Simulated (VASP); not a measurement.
Input of a VASP 6.6.1 run:

INCAR

```
SYSTEM = Co
ALGO     = Normal         ! electronic algorithm
EDIFF    = 1E-7           ! SCF threshold, eV
ENCUT    = 520            ! plane-wave cutoff, eV
GGA      = PE             ! functional
ISIF     = 2              ! what is computed and relaxed
ISMEAR   = 0              ! smearing method
ISPIN    = 2              ! spin polarisation
LASPH    = .TRUE.         ! aspherical terms in the spheres
LCHARG   = .FALSE.        ! write CHGCAR
LMAXMIX  = 4              ! l up to which the mixer works
LORBIT   = 11             ! projections on sites
LREAL    = .FALSE.        ! projectors in reciprocal space
LWAVE    = .FALSE.        ! write WAVECAR
MAGMOM   = 1.93 1.93      ! initial moments
NBANDS   = 20             ! bands
NELM     = 150            ! most SCF steps
PREC     = Accurate       ! precision mode
SIGMA    = 0.1            ! smearing width, eV
```

The input KPOINTS:

```
k-points
0
G
  18 18 10
  0 0 0
```

POSCAR

```
Co
1.0
    2.4922744507      0.0000000000      0.0000000000
   -1.2461372254      2.1583729875      0.0000000000
    0.0000000000      0.0000000000      4.0336830924
Co
2
Direct
    0.3333333333      0.6666666667      0.2500000000
    0.6666666667      0.3333333333      0.7500000000
```

Potentials or basis: VASP PAW PBE potentials, release 64 (Co).

Launch:

```bash
$ cat potpaw_PBE.64/Co/POTCAR > POTCAR
$ mpirun -np 1 vasp_std > vasp.out
```

Question: Estimate the net moment.

Answer: 3.19 μB per cell.

Question: Estimate the pressure.

Answer: -0.7 GPa.

Question: Estimate the site moments.

Answer: Co +1.61 μB.

Stress tensor (GPa, compression positive):
```
-0.67  0.00  0.00
 0.00 -0.67  0.00
 0.00  0.00 -0.80
```
